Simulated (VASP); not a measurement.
Wanted: the native input for a VASP 6.6.1 run.

```yaml
Task: relaxation of cell and atoms
Functional: PBE
Potentials_or_basis: VASP PAW PBE potentials, release 64 (Mg, Cd, O)
Cutoff: 600 eV
k_mesh: 4 × 4 × 1
Occupations: gaussian, width 0.1 eV
Spin: no spin polarisation
Dipole_correction: no
Further_INCAR_settings: ALGO = Normal; EDIFF = 1e-07; IBRION = 2; EDIFFG = -0.025; NSW = 80; ISIF = 3
```

The structure of Mg5CdO6 lies in POSCAR:

```
Mg5CdO6
1.0
    3.1379604400     -0.0143343041     -0.0078733537
   -0.0143343041      3.1335161073     -0.0044082073
   -0.0333605996     -0.0186782462     12.9605717639
Mg Cd O
5 1 6
Direct
   -0.0678888008     -0.0319459306      0.0029287049
    0.5207088349      0.4720222264      0.1551037481
   -0.0040476741      0.0111912735      0.3264915338
   -0.0131114432      0.1064263586      0.6909868711
    0.4972804551      0.5216676139      0.8362152885
    0.4832171663      0.5182659932      0.5189705621
    0.0083750804     -0.0210368045      0.1638975378
    0.5817546464      0.4917291071      0.3012769215
    0.0121572233      0.0150898799      0.5096296730
    0.4754580641      0.3748434083      0.6637562276
   -0.0083187558      0.0526359938      0.8464882188
    0.5144152035      0.4891108803     -0.0157452872
```

One way to write it, as run:

INCAR

```
  PREC = Accurate
  ENCUT = 600
  EDIFF = 1E-7
  ISMEAR = 0
  SIGMA = 0.1
  LREAL = False
  LASPH = True
  NELM = 60
  ALGO = Normal
  ISIF = 3
  LWAVE = False
  LCHARG = False
  GGA = PE
  IBRION = 2
  NSW = 80
  EDIFFG = -0.025
```

KPOINTS

```
regular mesh
0
Gamma
  4 4 1
```

Potentials or basis: VASP PAW PBE potentials, release 64 (Mg, Cd, O).

The run is started by

```console
$ cat potpaw_PBE.64/Mg/POTCAR potpaw_PBE.64/Cd/POTCAR potpaw_PBE.64/O/POTCAR > POTCAR
$ mpirun -np 1 vasp_std > vasp.out
```

Results of the run:

```
Relaxed volume                        : 10.47 Å³/atom
Relaxed cell                          : a = 3.099 Å, b = 3.098 Å, c = 13.081 Å, α = 89.99°, β = 90.02°, γ = 90.00°
Space group after relaxing (to 0.1 Å) : P4/mmm (No. 123)
Energy gained by relaxing             : 278.0 meV/atom
Ionic steps                           : 22
Pressure after relaxing               : 0.0 GPa
Largest force after relaxing          : 0.018 eV/Å
Band gap on the k mesh                : 1.41 eV (least direct gap 2.76 eV)
```

Caveat: the k points lie up to 0.51 Å⁻¹ apart in the final cell.

It took 10 min on 1 thread of AMD EPYC 9R45 96-Core Processor (Zen 5), on a shared host, peak memory 0.28 GiB.
